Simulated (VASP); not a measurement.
**TiC (rocksalt type): electric field gradients with PBE**

TiC (rocksalt type):

```
Ti C
1.0
     0.00000    2.20197    2.20197
     2.20197    0.00000    2.20197
     2.20197    2.20197    0.00000
Ti C
1 1
Direct
  0.00000 0.00000 0.00000
  0.50000 0.50000 0.50000
```

This cell differs from its parent crystal: volume scaled by 1.05.

| Quantity | Value |
| --- | --- |
| Program | VASP 6.6.1 |
| Task | electric field gradients |
| Functional | PBE |
| Potentials or basis | VASP PAW PBE potentials, release 64 (Ti_sv, C) |
| Cutoff | 520 eV |
| k mesh | 14 × 14 × 14 |
| Occupations | fermi-dirac, width 0.03 eV |
| Spin | no spin polarisation |
| Dipole correction | no |
| Further INCAR settings | ALGO = Normal; EDIFF = 1e-08; NBANDS = 15 |

```yaml
Pressure: -10.8 GPa
Band_gap_on_the_k_mesh: zero (band 8 reaches 9.51 eV, above the bottom of band 9 at 8.44 eV)
```

Levels at points of the mesh, in eV from the Fermi level:
| k point | band 4 | band 5 | band 6 | band 7 | band 8 | band 9 | band 10 | band 11 | band 12 | band 13 |
| --- | --- | --- | --- | --- | --- | --- | --- | --- | --- | --- |
| (0.00, 0.00, 0.00) | -32.78 | -12.16 | 0.68 | 0.68 | 0.68 | 1.61 | 1.61 | 1.62 | 1.62 | 1.62 |
| (0.50, 0.00, 0.00) | -32.82 | -8.91 | -5.60 | -2.73 | -2.73 | 2.73 | 2.73 | 3.82 | 7.69 | 7.69 |
| (0.50, 0.50, 0.00) | -32.92 | -9.92 | -3.38 | -1.47 | -0.06 | -0.06 | 2.53 | 3.28 | 3.28 | 5.34 |

It took 14 s on 1 thread of Intel(R) Xeon(R) 6975P-C (Granite Rapids) (shared host), peak memory 0.15 GiB.

Caveat: without QUAD_EFG the Cq values of the log hold for a quadrupole moment of 1 mb, not for the nuclei.
